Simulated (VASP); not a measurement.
Here is a VASP 6.6.1 calculation.

File INCAR:

```
PREC = Accurate
ENCUT = 500
EDIFF = 1E-6
ISMEAR = -1
SIGMA = 0.05
LREAL = False
LASPH = True
NELM = 120
ALGO = Normal
ISIF = 2
LWAVE = False
LCHARG = False
GGA = PE
IVDW = 13
NBANDS = 18
GGA_COMPAT = False
```

KPOINTS

```
regular mesh
0
Gamma
  6 6 6
```

Contents of POSCAR:

```
ZnAu
1.0
    3.1459700764      0.0000000000      0.0000000000
    0.0000000000      3.1459700764      0.0000000000
    0.0000000000      0.0000000000      3.1459700764
Zn Au
1 1
Direct
    0.5000000000      0.5000000000      0.5000000000
    0.0000000000      0.0000000000      0.0000000000
```

Potentials or basis: VASP PAW PBE potentials, release 64 (Zn, Au).

Launch:

```bash
$ cat potpaw_PBE.64/Zn/POTCAR potpaw_PBE.64/Au/POTCAR > POTCAR
$ mpirun -np 1 vasp_std > vasp.out
```

Task: Predict the dispersion energy per atom.

Result: -0.522 eV.

Task: Estimate the pressure.

Result: 0.2 GPa.

Caveat: pairwise dispersion overbinds metals, which lowers pressure and volume.
